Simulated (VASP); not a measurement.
Write the native input for VASP 6.6.1 that does the following.

```yaml
Task: single point
Functional: PBE
Potentials_or_basis: VASP PAW PBE potentials, release 64 (Na_pv, Zn, N)
Cutoff: 520 eV
k_mesh: 6 × 6 × 4
Occupations: gaussian, width 0.1 eV
Spin: no spin polarisation
Dipole_correction: no
Further_INCAR_settings: ALGO = Normal; EDIFF = 1e-06; NBANDS = 34
```

The structure of Na3Zn2N lies in POSCAR:

```
Na3Zn2N
1.0
    4.1697889400      0.0000000000      0.0000000000
   -2.0848944700      3.6111431500      0.0000000000
    0.0000000000      0.0000000000      7.1521727600
Na Zn N
3 2 1
Direct
    0.0000000000      0.0000000000      0.5000000000
    0.3333333300      0.6666666700      0.0000000000
    0.6666666700      0.3333333300      0.0000000000
    0.0000000000      0.0000000000      0.7887114500
    0.0000000000      0.0000000000      0.2112885500
    0.0000000000      0.0000000000      0.0000000000
```

The cell was generated, and may not be a known phase.

These files were run (other wordings do the same):

INCAR

```
ALGO = Normal
EDIFF = 1E-6
ENCUT = 520
GGA = PE
ISIF = 2
ISMEAR = 0
LASPH = True
LCHARG = False
LREAL = False
LWAVE = False
NBANDS = 34
NELM = 60
PREC = Accurate
SIGMA = 0.1
```

KPOINTS

```
k-points
0
Gamma
  6 6 4
```

Potentials or basis: VASP PAW PBE potentials, release 64 (Na_pv, Zn, N).

Command:

```sh
$ cat potpaw_PBE.64/Na_pv/POTCAR potpaw_PBE.64/Zn/POTCAR potpaw_PBE.64/N/POTCAR > POTCAR
$ mpirun -np 1 vasp_std > vasp.out
```

It gave:

```json
{"Pressure": "40.1 GPa", "Largest force": "11.103 eV/Å", "Band gap on the k mesh": "zero (bands 25 and 26 overlap by 1.10 eV)"}
```

Caveat: the stress differs along the axes, from 9 to 102 GPa; forces of over 1 eV/Å act on the atoms, so gaps and moduli don't describe the material at rest.

It took 120 s on 1 thread of Oxide Virtual Turin-like Processor (shared host), peak memory 0.22 GiB.
